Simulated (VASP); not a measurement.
# Na6BN (Fm-3m) in VASP: further runs

The runs below take Na6BN through single point, with PBE.

All numbers are computed with VASP 6.6.1; they aren't measurements. Logs are shortened: lines on timing, memory, paths and dates and some standing lists are left out, and cuts for length are marked.

## Step 1: The cell of the first run

It takes space group Fm-3m (No. 225, cubic). Conventional cell: a = 9.090 Å, b = 9.090 Å, c = 9.090 Å, α = 90.00°, β = 90.00°, γ = 90.00°. Na (site symmetry 4mm) has 1 N at 2.23 Å and 1 B at 2.31 Å within 3.0 Å. Within 3.1 Å of B (site symmetry m-3m) lie 6 Na at 2.31 Å. N (site symmetry m-3m) has 6 Na at 2.23 Å within 3.0 Å.

## Step 2: Single point, PBE

Input file INCAR:

```
PREC     = Accurate       # precision mode
ENCUT    = 520            # plane-wave cutoff, eV
EDIFF    = 1E-6           # SCF threshold, eV
ISMEAR   = 0              # smearing method
SIGMA    = 0.1            # smearing width, eV
LREAL    = F              # projectors in reciprocal space
LASPH    = T              # aspherical terms in the spheres
NELM     = 80             # most SCF steps
ALGO     = Normal         # electronic algorithm
ISIF     = 2              # what is computed and relaxed
LWAVE    = F              # write WAVECAR
LCHARG   = F              # write CHGCAR
GGA      = PE             # functional
NBANDS   = 35             # bands
```

Input file KPOINTS:

```
Automatic mesh
0
Gamma
  4 4 4
```

Input file POSCAR:

```
Na6BN
1.0
    0.0000000000      4.5452054300      4.5452054300
    4.5452054300      0.0000000000      4.5452054300
    4.5452054300      4.5452054300      0.0000000000
Na B N
6 1 1
Direct
    0.7456510100      0.2543489900      0.7456510100
    0.2543489900      0.2543489900      0.7456510100
    0.2543489900      0.7456510100      0.2543489900
    0.2543489900      0.7456510100      0.7456510100
    0.7456510100      0.2543489900      0.2543489900
    0.7456510100      0.7456510100      0.2543489900
    0.0000000000      0.0000000000      0.0000000000
    0.5000000000      0.5000000000      0.5000000000
```

Potentials or basis: VASP PAW PBE potentials, release 64 (Na_pv, B, N).

Launch:

```bash
> cat potpaw_PBE.64/Na_pv/POTCAR potpaw_PBE.64/B/POTCAR potpaw_PBE.64/N/POTCAR > POTCAR
> mpirun -np 1 vasp_std > vasp.out
```

OUTCAR:

```text
PREC = Accurate
   ENCUT = 520
   EDIFF = 1E-6
   ISMEAR = 0
   LREAL = F
   LASPH = T
   NELM = 80
   ISIF = 2
   GGA = PE

 ion  position               nearest neighbor table
   1  0.746  0.254  0.746-   8 2.23   7 2.31
   2  0.254  0.254  0.746-   8 2.23   7 2.31
   3  0.254  0.746  0.254-   8 2.23   7 2.31
   4  0.254  0.746  0.746-   8 2.23   7 2.31
   5  0.746  0.254  0.254-   8 2.23   7 2.31
   6  0.746  0.746  0.254-   8 2.23   7 2.31
   7  0.000  0.000  0.000-   1 2.31   2 2.31   3 2.31   4 2.31   5 2.31   6 2.31
   8  0.500  0.500  0.500-   1 2.23   2 2.23   3 2.23   4 2.23   5 2.23   6 2.23

  LATTYP: Found a face centered cubic cell.
 ALAT       =     9.0904108600

  Lattice vectors:

 A1 = (   0.0000000000,   4.5452054300,   4.5452054300)
 A2 = (   4.5452054300,   0.0000000000,   4.5452054300)
 A3 = (   4.5452054300,   4.5452054300,   0.0000000000)

Analysis of symmetry for initial positions (statically):
=====================================================================
 Subroutine PRICEL returns:
 Original cell was already a primitive cell.

 Routine SETGRP: Setting up the symmetry group for a
 face centered cubic supercell.

 Subroutine GETGRP returns: Found 48 space group operations
 (whereof 48 operations were pure point group operations)
 out of a pool of 48 trial point group operations.

The static configuration has the point symmetry O_h .

Analysis of symmetry for dynamics (positions and initial velocities):
=====================================================================
 Subroutine PRICEL returns:
 Original cell was already a primitive cell.

 Routine SETGRP: Setting up the symmetry group for a
 face centered cubic supercell.

 Subroutine GETGRP returns: Found 48 space group operations
 (whereof 48 operations were pure point group operations)
 out of a pool of 48 trial point group operations.

The dynamic configuration has the point symmetry O_h .

 Subroutine INISYM returns: Found 48 space group operations
 (whereof 48 operations are pure point group operations),
 and found     1 'primitive' translations

----------------------------------------------------------------------------------------

                                     Primitive cell

  volume of cell :     187.7978

  direct lattice vectors                    reciprocal lattice vectors
     0.000000000  4.545205430  4.545205430    -0.110006029  0.110006029  0.110006029
     4.545205430  0.000000000  4.545205430     0.110006029 -0.110006029  0.110006029
     4.545205430  4.545205430  0.000000000     0.110006029  0.110006029 -0.110006029

  length of vectors
     6.427891163  6.427891163  6.427891163     0.190536031  0.190536031  0.190536031

  position of ions in fractional coordinates (direct lattice)
     0.745651010  0.254348990  0.745651010
     0.254348990  0.254348990  0.745651010
     0.254348990  0.745651010  0.254348990
     0.254348990  0.745651010  0.745651010
     0.745651010  0.254348990  0.254348990
     0.745651010  0.745651010  0.254348990
     0.000000000  0.000000000  0.000000000
     0.500000000  0.500000000  0.500000000

  ion indices of the primitive-cell ions
   primitive index   ion index
                 1           1
                 2           2
                 3           3
                 4           4
                 5           5
                 6           6
                 7           7
                 8           8

----------------------------------------------------------------------------------------

 KPOINTS: Automatic mesh

Automatic generation of k-mesh.
 Grid dimensions read from file:
 generate k-points for:    4    4    4

 Generating k-lattice:

  Cartesian coordinates                     Fractional coordinates (reciprocal lattice)
    -0.027501507  0.027501507  0.027501507     0.250000000  0.000000000  0.000000000
     0.027501507 -0.027501507  0.027501507     0.000000000  0.250000000  0.000000000
     0.027501507  0.027501507 -0.027501507     0.000000000  0.000000000  0.250000000

  Length of vectors
     0.047634008  0.047634008  0.047634008

  Shift w.r.t. Gamma in fractional coordinates (k-lattice)
     0.000000000  0.000000000  0.000000000

 Subroutine IBZKPT returns following result:
 ===========================================

 Found      8 irreducible k-points:

 Following reciprocal coordinates:
            Coordinates               Weight
  0.000000  0.000000  0.000000      1.000000
  0.250000  0.000000  0.000000      8.000000
  0.500000  0.000000  0.000000      4.000000
  0.250000  0.250000  0.000000      6.000000
  0.500000  0.250000  0.000000     24.000000
 -0.250000  0.250000  0.000000     12.000000
  0.500000  0.500000  0.000000      3.000000
 -0.250000  0.500000  0.250000      6.000000
   k-points           NKPTS =      8   k-points in BZ     NKDIM =      8   number of bands    NBANDS=     35
   number of dos      NEDOS =    301   number of ions     NIONS =      8
   total plane-waves  NPLWV = 110592
   dimension x,y,z NGX =    48 NGY =   48 NGZ =   48
   dimension x,y,z NGXF=    96 NGYF=   96 NGZF=   96
   ions per type =               6   1   1
   NGX,Y,Z   is equivalent  to a cutoff of  12.41, 12.41, 12.41 a.u.
   NGXF,Y,Z  is equivalent  to a cutoff of  24.83, 24.83, 24.83 a.u.
 SYSTEM =  unknown system
   PREC   = accura    normal or accurate (medium, high low for compatibility)
   ISTART =      0    job   : 0-new  1-cont  2-samecut
   ICHARG =      2    charge: 1-file 2-atom 10-const
   ISPIN  =      1    spin polarized calculation?
   LNONCOLLINEAR =      F non collinear calculations
   LSORBIT =      F    spin-orbit coupling
   LASPH  =      T    aspherical Exc in radial PAW
   ENCUT  =  520.0 eV  38.22 Ry    6.18 a.u.  11.95 11.95 11.95*2*pi/ulx,y,z
   NELM   =     80;   NELMIN=  2; NELMDL= -5     # of ELM steps
   EDIFF  = 0.1E-05   stopping-criterion for ELM
   LREAL  =      F    real-space projection
   EDIFFG = 0.1E-04   stopping-criterion for IOM
   NSW    =      0    number of steps for IOM
   IBRION =     -1    ionic relax: 0-MD 1-quasi-New 2-CG
   NFREE  =      0    steps in history (QN), initial steepest desc. (CG)
   ISIF   =      2    stress and relaxation
   ISYM   =      2    0-nonsym 1-usesym 2-fastsym
   POTIM  = 0.5000    time-step for ionic-motion
   TEBEG  =    0.0;   TEEND  =   0.0 temperature during run
   PSTRESS=    0.0 pullay stress
   NELECT =      50.0000    total number of electrons
   NUPDOWN=      -1.0000    fix difference up-down
   EMIN   =  10.00;   EMAX   =-10.00  energy-range for DOS
   EFERMI =   0.00;   METHOD = LEGACY
   ISMEAR =     0;   SIGMA  =   0.10  broadening in eV -4-tet -1-fermi 0-gaus
   EFERMI_NEDOS =   21; number of points for ismear=-14 and -15
   IALGO  =     38    algorithm
   IMIX   =      4    mixing-type and parameters
     AMIX     =   0.40;   BMIX     =  1.00
     AMIX_MAG =   1.60;   BMIX_MAG =  1.00
  volume/ion in A,a.u.               =      23.47       158.42
  Fermi-wavevector in a.u.,A,eV,Ry     =   1.053177  1.990216 15.091331  1.109182
  Thomas-Fermi vector in A             =   2.188288
   LORBIT       =      0    0 simple, 1 ext, 2 COOP (PROOUT), +10 PAW based schemes
   GGA     = PE    functional components
   LHFCALC =     F    Hartree Fock is set to
   AEXX    =    0.0000 exact exchange contribution
   IVDW    =     0    specifies the selected vdW correction
   LEPSILON=     F    determine dielectric tensor
   LRPA    =     F    only Hartree local field effects (RPA)
 non-spin polarized calculation
 Gauss-broadening in eV      SIGMA  =   0.10
  energy-cutoff  :      520.00
  volume of cell :      187.80
 maximum number of plane-waves:      5092
   NGX = 23   NGY = 23   NGZ = 23

 number of electron      50.0000013 magnetization

 Free energy of the ion-electron system (eV)
  ---------------------------------------------------
  ext. energy  EPLUGINS =         0.00000000
  ---------------------------------------------------
  free energy    TOTEN  =       -16.95781739 eV

  energy without entropy =      -16.87418151  energy(sigma->0) =      -16.91599945

 E-fermi :   0.5884     XC(G=0):  -7.2478

 val. band max:        0.5780039153   @ k =   0.5000   0.5000   0.0000
 cond. band min:       0.5940108859   @ k =  -0.2500   0.5000   0.2500
 fundamental gap:      0.0160069706
 Fermi energy:         0.5884113449

 k-point     1 :       0.0000    0.0000    0.0000
  band No.  band energies     occupation
      1     -22.8959      2.00000
      2     -22.8959      2.00000
      3     -22.8959      2.00000
      4     -22.8793      2.00000
      5     -22.8793      2.00000
      6     -22.8793      2.00000
[... 27 lines left out ...]
     34       7.0601      0.00000
     35       7.0601      0.00000

 k-point     2 :       0.2500    0.0000    0.0000
  band No.  band energies     occupation
      1     -22.8923      2.00000
      2     -22.8880      2.00000
      3     -22.8880      2.00000
      4     -22.8814      2.00000
      5     -22.8698      2.00000
      6     -22.8698      2.00000
[... 27 lines left out ...]
     34       6.2401      0.00000
     35       7.3856      0.00000

 k-point     3 :       0.5000    0.0000    0.0000
  band No.  band energies     occupation
      1     -22.8885      2.00000
      2     -22.8847      2.00000
      3     -22.8733      2.00000
      4     -22.8733      2.00000
      5     -22.8684      2.00000
      6     -22.8684      2.00000
[... 27 lines left out ...]
     34       5.6807      0.00000
     35       7.7447      0.00000
[... 115 lines left out ...]
 k-point     7 :       0.5000    0.5000    0.0000
  band No.  band energies     occupation
      1     -22.8962      2.00000
      2     -22.8597      2.00000
      3     -22.8596      2.00000
      4     -22.8596      2.00000
      5     -22.8515      2.00000
      6     -22.8515      2.00000
[... 27 lines left out ...]
     34       6.3474      0.00000
     35       6.5327      0.00000

 k-point     8 :      -0.2500    0.5000    0.2500
  band No.  band energies     occupation
      1     -22.8828      2.00000
      2     -22.8828      2.00000
      3     -22.8574      2.00000
      4     -22.8540      2.00000
      5     -22.8540      2.00000
      6     -22.8537      2.00000
[... 27 lines left out ...]
     34       7.0211      0.00000
     35       7.6487      0.00000

------------------------ aborting loop because EDIFF is reached ----------------------------------------

  FORCE on cell =-STRESS in cart. coord.  units (eV):
  Direction    XX          YY          ZZ          XY          YZ          ZX
  --------------------------------------------------------------------------------------
  -------------------------------------------------------------------------------------
  Total        9.1304470      9.1304470      9.1304470     -0.0000000      0.0000000     -0.0000000
  in kB       77.8954477     77.8954477     77.8954477     -0.0000000      0.0000000     -0.0000000
  external PRESSURE =      77.8954477 kB  Pullay stress =       0.0000000 kB

 VOLUME and BASIS-vectors are now :
 -----------------------------------------------------------------------------
  energy-cutoff  :      520.00
  volume of cell :      187.80
      direct lattice vectors                 reciprocal lattice vectors
     0.000000000  4.545205430  4.545205430    -0.110006029  0.110006029  0.110006029
     4.545205430  0.000000000  4.545205430     0.110006029 -0.110006029  0.110006029
     4.545205430  4.545205430  0.000000000     0.110006029  0.110006029 -0.110006029

 POSITION                                       TOTAL-FORCE (eV/Angst)
 -----------------------------------------------------------------------------------
      4.54521      6.77827      4.54521         0.000000     -0.667136     -0.000000
      4.54521      4.54521      2.31214         0.000000     -0.000000      0.667136
      4.54521      2.31214      4.54521         0.000000      0.667136     -0.000000
      6.77827      4.54521      4.54521        -0.667136     -0.000000     -0.000000
      2.31214      4.54521      4.54521         0.667136     -0.000000     -0.000000
      4.54521      4.54521      6.77827         0.000000     -0.000000     -0.667136
      0.00000      0.00000      0.00000         0.000000     -0.000000     -0.000000
      4.54521      4.54521      4.54521         0.000000     -0.000000     -0.000000
 -----------------------------------------------------------------------------------
    total drift:                               -0.000000     -0.000000      0.000000

  FREE ENERGIE OF THE ION-ELECTRON SYSTEM (eV)
  ---------------------------------------------------
  free  energy   TOTEN  =       -16.9578173870 eV

  energy  without entropy=      -16.8741815063  energy(sigma->0) =      -16.91599945
```

Wall time 43 s (1 thread of Intel Xeon 6975P-C (Granite Rapids), shared host); peak memory 0.32 GiB.

What came out:

```yaml
Free_energy: -16.9578 eV
Pressure: 7.8 GPa
Largest_force: 0.667 eV/Å
Band_gap_on_the_k_mesh: zero (band 25 reaches 0.75 eV, above the bottom of band 26 at 0.44 eV)
```

Forces in eV/Å, atoms in the order of the input:
```
Na   0.000 -0.667  0.000
Na   0.000  0.000  0.667
Na   0.000  0.667  0.000
Na  -0.667  0.000  0.000
Na   0.667  0.000  0.000
Na   0.000  0.000 -0.667
B    0.000  0.000  0.000
N    0.000  0.000  0.000
```

## Step 3: Single point, PBE

This run uses another cell than the first one, of 31.55 Å³/atom, 1.344 times its volume.

Input file INCAR:

```
SYSTEM = Na6BN
PREC = Accurate
ENCUT = 520
EDIFF = 1E-7
ISMEAR = 0
SIGMA = 0.1
LREAL = .FALSE.
LASPH = .TRUE.
NELM = 80
ALGO = Normal
ISIF = 2
LWAVE = .FALSE.
LCHARG = .FALSE.
GGA = PE
NBANDS = 35
```

Input file KPOINTS:

```
Automatic mesh
0
G
  4 4 4
  0 0 0
```

Input file POSCAR:

```
Na6BN
1.0
    0.0000000000      5.0158609588      5.0158609588
    5.0158609588      0.0000000000      5.0158609588
    5.0158609588      5.0158609588      0.0000000000
Na B N
6 1 1
Direct
    0.7345886769      0.2654113231      0.7345886769
    0.2654113231      0.2654113231      0.7345886769
    0.2654113231      0.7345886769      0.2654113231
    0.2654113231      0.7345886769      0.7345886769
    0.7345886769      0.2654113231      0.2654113231
    0.7345886769      0.7345886769      0.2654113231
    0.0000000000      0.0000000000      1.0000000000
    0.5000000000      0.5000000000      0.5000000000
```

Potentials or basis: VASP PAW PBE potentials, release 64 (Na_pv, B, N).

Launch:

```bash
> cat potpaw_PBE.64/Na_pv/POTCAR potpaw_PBE.64/B/POTCAR potpaw_PBE.64/N/POTCAR > POTCAR
> mpirun -np 1 vasp_std > vasp.out
```

Wall time 94 s (1 thread of Intel Xeon 6975P-C (Granite Rapids), shared host); peak memory 0.4 GiB.

Results (log left out):

```
Free energy            : -18.3342 eV
Pressure               : 0.1 GPa
Largest force          : 0.019 eV/Å
Band gap on the k mesh : zero (band 25 reaches -0.16 eV, above the bottom of band 26 at -0.38 eV)
```

Forces in eV/Å, atoms in the order of the input:
```
Na   0.000  0.019  0.000
Na   0.000  0.000 -0.019
Na   0.000 -0.019  0.000
Na   0.019  0.000  0.000
Na  -0.019  0.000  0.000
Na   0.000  0.000  0.019
B    0.000  0.000  0.000
N    0.000  0.000  0.000
```

Levels at points of the mesh, in eV from the Fermi level:
```csv
k point,band 22,band 23,band 24,band 25,band 26,band 27
"(0.00, 0.00, 0.00)",-0.94,-0.94,-0.37,0.14,0.14,0.14
"(0.50, 0.00, 0.00)",-0.94,-0.91,-0.91,-0.09,-0.09,1.17
"(0.50, 0.50, 0.00)",-1.15,-1.15,-0.03,0.08,0.08,1.20
```
